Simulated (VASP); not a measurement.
# Te (Fm-3m) in VASP: notebook, part 2 of 2

VASP 6.6.1.

**4. Single point, PBEsol (volume scaled by 1.04)**

Contents of INCAR:

```
PREC = Accurate
ENCUT = 520
EDIFF = 1E-6
ISMEAR = -1
SIGMA = 0.1
LREAL = False
LASPH = True
NELM = 80
ALGO = Normal
ISIF = 2
LWAVE = False
LCHARG = False
GGA = PS
NBANDS = 9
```

Contents of KPOINTS:

```
Automatic mesh
0
Gamma
  13 13 13
```

Contents of POSCAR:

```
Te
1.0
    0.0000000000      2.4072888087      2.4072888087
    2.4072888087      0.0000000000      2.4072888087
    2.4072888087      2.4072888087      0.0000000000
Te
1
Direct
    0.0000000000      0.0000000000      0.0000000000
```

Potentials or basis: VASP PAW PBE potentials, release 64 (Te).

Run with:

```console
cat potpaw_PBE.64/Te/POTCAR > POTCAR
mpirun -np 1 vasp_std > vasp.out
```

OUTCAR:

```text
PREC = Accurate
   ENCUT = 520
   EDIFF = 1E-6
   ISMEAR = -1
   LREAL = False
   LASPH = True
   NELM = 80
   ISIF = 2
   GGA = PS

 ion  position               nearest neighbor table
   1  0.000  0.000  0.000-

  LATTYP: Found a face centered cubic cell.
 ALAT       =     4.8145776174

  Lattice vectors:

 A1 = (   0.0000000000,   2.4072888087,   2.4072888087)
 A2 = (   2.4072888087,   0.0000000000,   2.4072888087)
 A3 = (   2.4072888087,   2.4072888087,   0.0000000000)

Analysis of symmetry for initial positions (statically):
=====================================================================
 Subroutine PRICEL returns:
 Original cell was already a primitive cell.

 Routine SETGRP: Setting up the symmetry group for a
 face centered cubic supercell.

 Subroutine GETGRP returns: Found 48 space group operations
 (whereof 48 operations were pure point group operations)
 out of a pool of 48 trial point group operations.

The static configuration has the point symmetry O_h .

Analysis of symmetry for dynamics (positions and initial velocities):
=====================================================================
 Subroutine PRICEL returns:
 Original cell was already a primitive cell.

 Routine SETGRP: Setting up the symmetry group for a
 face centered cubic supercell.

 Subroutine GETGRP returns: Found 48 space group operations
 (whereof 48 operations were pure point group operations)
 out of a pool of 48 trial point group operations.

The dynamic configuration has the point symmetry O_h .

 Subroutine INISYM returns: Found 48 space group operations
 (whereof 48 operations are pure point group operations),
 and found     1 'primitive' translations

----------------------------------------------------------------------------------------

                                     Primitive cell

  volume of cell :      27.9007

  direct lattice vectors                    reciprocal lattice vectors
     0.000000000  2.407288809  2.407288809    -0.207702540  0.207702540  0.207702540
     2.407288809  0.000000000  2.407288809     0.207702540 -0.207702540  0.207702540
     2.407288809  2.407288809  0.000000000     0.207702540  0.207702540 -0.207702540

  length of vectors
     3.404420482  3.404420482  3.404420482     0.359751352  0.359751352  0.359751352

  position of ions in fractional coordinates (direct lattice)
     0.000000000  0.000000000  0.000000000

  ion indices of the primitive-cell ions
   primitive index   ion index
                 1           1

----------------------------------------------------------------------------------------

 KPOINTS: Automatic mesh

Automatic generation of k-mesh.
 Grid dimensions read from file:
 generate k-points for:   13   13   13

 Generating k-lattice:

  Cartesian coordinates                     Fractional coordinates (reciprocal lattice)
    -0.015977118  0.015977118  0.015977118     0.076923077  0.000000000  0.000000000
     0.015977118 -0.015977118  0.015977118     0.000000000  0.076923077  0.000000000
     0.015977118  0.015977118 -0.015977118     0.000000000  0.000000000  0.076923077

  Length of vectors
     0.027673181  0.027673181  0.027673181

  Shift w.r.t. Gamma in fractional coordinates (k-lattice)
     0.000000000  0.000000000  0.000000000

 Subroutine IBZKPT returns following result:
 ===========================================

 Found     84 irreducible k-points:

 Following reciprocal coordinates:
            Coordinates               Weight
  0.000000  0.000000  0.000000      1.000000
  0.076923  0.000000  0.000000      8.000000
  0.153846  0.000000  0.000000      8.000000
  0.230769  0.000000  0.000000      8.000000
  0.307692  0.000000  0.000000      8.000000
  0.384615  0.000000  0.000000      8.000000
[... 16 lines left out ...]
  0.384615  0.153846  0.000000     24.000000
  0.461538  0.153846  0.000000     24.000000
 [... further k-points ...]
   k-points           NKPTS =     84   k-points in BZ     NKDIM =     84   number of bands    NBANDS=      9
   number of dos      NEDOS =    301   number of ions     NIONS =      1
   total plane-waves  NPLWV =  21952
   dimension x,y,z NGX =    28 NGY =   28 NGZ =   28
   dimension x,y,z NGXF=    56 NGYF=   56 NGZF=   56
   ions per type =               1
   NGX,Y,Z   is equivalent  to a cutoff of  13.67, 13.67, 13.67 a.u.
   NGXF,Y,Z  is equivalent  to a cutoff of  27.35, 27.35, 27.35 a.u.
 SYSTEM =  unknown system
   PREC   = accura    normal or accurate (medium, high low for compatibility)
   ISTART =      0    job   : 0-new  1-cont  2-samecut
   ICHARG =      2    charge: 1-file 2-atom 10-const
   ISPIN  =      1    spin polarized calculation?
   LNONCOLLINEAR =      F non collinear calculations
   LSORBIT =      F    spin-orbit coupling
   LASPH  =      T    aspherical Exc in radial PAW
   ENCUT  =  520.0 eV  38.22 Ry    6.18 a.u.   6.33  6.33  6.33*2*pi/ulx,y,z
   NELM   =     80;   NELMIN=  2; NELMDL= -5     # of ELM steps
   EDIFF  = 0.1E-05   stopping-criterion for ELM
   LREAL  =      F    real-space projection
   EDIFFG = 0.1E-04   stopping-criterion for IOM
   NSW    =      0    number of steps for IOM
   IBRION =     -1    ionic relax: 0-MD 1-quasi-New 2-CG
   NFREE  =      0    steps in history (QN), initial steepest desc. (CG)
   ISIF   =      2    stress and relaxation
   ISYM   =      2    0-nonsym 1-usesym 2-fastsym
   POTIM  = 0.5000    time-step for ionic-motion
   TEBEG  =    0.0;   TEEND  =   0.0 temperature during run
   PSTRESS=    0.0 pullay stress
   NELECT =       6.0000    total number of electrons
   NUPDOWN=      -1.0000    fix difference up-down
   EMIN   =  10.00;   EMAX   =-10.00  energy-range for DOS
   EFERMI =   0.00;   METHOD = LEGACY
   ISMEAR =    -1;   SIGMA  =   0.10  broadening in eV -4-tet -1-fermi 0-gaus
   EFERMI_NEDOS =   21; number of points for ismear=-14 and -15
   IALGO  =     38    algorithm
   IMIX   =      4    mixing-type and parameters
     AMIX     =   0.40;   BMIX     =  1.00
     AMIX_MAG =   1.60;   BMIX_MAG =  1.00
  volume/ion in A,a.u.               =      27.90       188.28
  Fermi-wavevector in a.u.,A,eV,Ry     =   0.980815  1.853471 13.088775  0.961998
  Thomas-Fermi vector in A             =   2.111774
   LORBIT       =      0    0 simple, 1 ext, 2 COOP (PROOUT), +10 PAW based schemes
   GGA     = PS    functional components
   LHFCALC =     F    Hartree Fock is set to
   AEXX    =    0.0000 exact exchange contribution
   IVDW    =     0    specifies the selected vdW correction
   LEPSILON=     F    determine dielectric tensor
   LRPA    =     F    only Hartree local field effects (RPA)
 non-spin polarized calculation
  energy-cutoff  :      520.00
  volume of cell :       27.90
 maximum number of plane-waves:       769
 NGX is ok and might be reduce to    28
   NGX = 13   NGY = 13   NGZ = 13

 number of electron       6.0000000 magnetization

 Free energy of the ion-electron system (eV)
  ---------------------------------------------------
  ext. energy  EPLUGINS =         0.00000000
  ---------------------------------------------------
  free energy    TOTEN  =        -3.20877847 eV

  energy without entropy =       -3.17934772  energy(sigma->0) =       -3.19406309

 E-fermi :   7.9094     XC(G=0): -10.2890

 val. band max:        7.8874099404   @ k =  -0.4615   0.3077   0.1538
 cond. band min:       7.9424124264   @ k =   0.4615   0.1538   0.0000
 fundamental gap:      0.0550024860
 Fermi energy:         7.9093927155

 k-point     1 :       0.0000    0.0000    0.0000
  band No.  band energies     occupation
      1      -6.0684      2.00000
      2      11.0462      0.00000
      3      11.0462      0.00000
      4      11.0462      0.00000
      5      17.4715      0.00000
      6      17.4715      0.00000
      7      17.4715      0.00000
      8      17.7606      0.00000
      9      18.4472      0.00000

 k-point     2 :       0.0769    0.0000    0.0000
  band No.  band energies     occupation
      1      -5.9643      2.00000
      2      10.1950      0.00000
      3      10.9404      0.00000
      4      10.9404      0.00000
      5      16.7196      0.00000
      6      17.6722      0.00000
      7      17.6722      0.00000
      8      18.3247      0.00000
      9      19.7679      0.00000
[... 253 lines left out ...]
 k-point    24 :       0.4615    0.1538    0.0000
  band No.  band energies     occupation
      1      -3.2379      2.00000
      2       2.8287      2.00000
      3       7.9424      0.83639
      4       8.8587      0.00015
      5      14.2682      0.00000
      6      17.3182      0.00000
      7      18.4558      0.00000
      8      20.2554      0.00000
      9      21.3291      0.00000

 [... further k-points ...]

------------------------ aborting loop because EDIFF is reached ----------------------------------------

  FORCE on cell =-STRESS in cart. coord.  units (eV):
  Direction    XX          YY          ZZ          XY          YZ          ZX
  --------------------------------------------------------------------------------------
  -------------------------------------------------------------------------------------
  Total       -0.4209027     -0.4209027     -0.4209027      0.0000000      0.0000000      0.0000000
  in kB      -24.1700596    -24.1700596    -24.1700596      0.0000000      0.0000000      0.0000000
  external PRESSURE =     -24.1700596 kB  Pullay stress =       0.0000000 kB

 VOLUME and BASIS-vectors are now :
 -----------------------------------------------------------------------------
  energy-cutoff  :      520.00
  volume of cell :       27.90
      direct lattice vectors                 reciprocal lattice vectors
     0.000000000  2.407288809  2.407288809    -0.207702540  0.207702540  0.207702540
     2.407288809  0.000000000  2.407288809     0.207702540 -0.207702540  0.207702540
     2.407288809  2.407288809  0.000000000     0.207702540  0.207702540 -0.207702540

 POSITION                                       TOTAL-FORCE (eV/Angst)
 -----------------------------------------------------------------------------------
      0.00000      0.00000      0.00000         0.000000      0.000000     -0.000000
 -----------------------------------------------------------------------------------
    total drift:                                0.000000      0.000000      0.000000

  FREE ENERGIE OF THE ION-ELECTRON SYSTEM (eV)
  ---------------------------------------------------
  free  energy   TOTEN  =        -3.2087784650 eV

  energy  without entropy=       -3.1793477219  energy(sigma->0) =       -3.19406309
```

OSZICAR:

```text
N       E                     dE             d eps       ncg     rms          rms(c)
DAV:   1     0.947230974749E+01    0.94723E+01   -0.24117E+03  1512   0.517E+02
DAV:   2    -0.292678198491E+01   -0.12399E+02   -0.12139E+02  2065   0.680E+01
DAV:   3    -0.321363798391E+01   -0.28686E+00   -0.28499E+00  1841   0.101E+01
DAV:   4    -0.321507202143E+01   -0.14340E-02   -0.14339E-02  2144   0.869E-01
DAV:   5    -0.321507674982E+01   -0.47284E-05   -0.47280E-05  1903   0.402E-02    0.679E+00
DAV:   6    -0.321055981225E+01    0.45169E-02   -0.38669E-03  1741   0.287E-01    0.417E+00
DAV:   7    -0.320883276884E+01    0.17270E-02   -0.80569E-03  1650   0.409E-01    0.225E-01
DAV:   8    -0.320877906806E+01    0.53701E-04   -0.28945E-04  1697   0.998E-02    0.684E-02
DAV:   9    -0.320877846505E+01    0.60301E-06   -0.44565E-06  2130   0.166E-02
   1 F= -.32087785E+01 E0= -.31940631E+01  d E =-.294307E-01
```

It took 31 s on 1 thread of Intel Xeon 6975P-C, shared host; peak memory 0.17 GiB.

What came out:

| Quantity | Value |
| --- | --- |
| Free energy | -3.2088 eV |
| Pressure | -2.4 GPa |
| Band gap on the k mesh | zero (band 3 reaches 11.05 eV, above the bottom of band 4 at 5.98 eV) |

Caveat: the PAW data sets were made with another functional, which shifts forces and pressure a little; spin-orbit coupling is left out, which moves the levels of the heavy elements.

**5. Single point, PBEsol (volume scaled by 1.08)**

Contents of INCAR:

```
SYSTEM = Te
ALGO = Normal
EDIFF = 1E-6
ENCUT = 520
GGA = PS
ISIF = 2
ISMEAR = -1
LASPH = .TRUE.
LCHARG = .FALSE.
LREAL = .FALSE.
LWAVE = .FALSE.
NBANDS = 9
NELM = 100
PREC = Accurate
SIGMA = 0.1
```

Contents of KPOINTS:

```
k-points
0
G
  13 13 13
  0 0 0
```

Contents of POSCAR:

```
Te
1.0
    0.0000000000      2.4377640541      2.4377640541
    2.4377640541      0.0000000000      2.4377640541
    2.4377640541      2.4377640541      0.0000000000
Te
1
Direct
    0.0000000000      0.0000000000      0.0000000000
```

Run with:

```console
cat potpaw_PBE.64/Te/POTCAR > POTCAR
mpirun -np 1 vasp_std > vasp.out
```

It took 28 s on 1 thread of Intel Xeon 6975P-C, shared host; peak memory 0.17 GiB.

Results (log left out):

```yaml
Free_energy: -3.1865 eV
Pressure: -4.2 GPa
Band_gap_on_the_k_mesh: zero (band 3 reaches 10.33 eV, above the bottom of band 4 at 5.59 eV)
```

Levels at points of the mesh, in eV from the Fermi level:
| k point | band 1 | band 2 | band 3 | band 4 | band 5 | band 6 |
| --- | --- | --- | --- | --- | --- | --- |
| (0.00, 0.00, 0.00) | -13.68 | 2.94 | 2.94 | 2.94 | 9.43 | 9.50 |

Caveat: the PAW data sets were made with another functional, which shifts forces and pressure a little; spin-orbit coupling is left out, which moves the levels of the heavy elements.

**6. The runs side by side**

| cell | gap on the mesh (eV) | pressure (GPa) |
| --- | --- | --- |
| a = 3.315 Å, angles 60.0°, 1 atom | none | 2.7 |
| a = 3.360 Å, angles 60.0°, 1 atom | none | -0.2 |
| a = 3.404 Å, angles 60.0°, 1 atom | none | -2.4 |
| a = 3.448 Å, angles 60.0°, 1 atom | none | -4.2 |

Alike in all rows: task single point; level PBEsol; potentials or basis VASP PAW PBE potentials, release 64 (Te); no spin polarisation; k mesh 13 × 13 × 13; cutoff (eV) 520; smearing fermi-dirac 0.1 eV.

Caveats: the PAW data sets were made with another functional, which shifts forces and pressure a little; spin-orbit coupling is left out, which moves the levels of the heavy elements.

Total energies depend on the potentials used, so only differences within one code and one set of settings carry meaning.
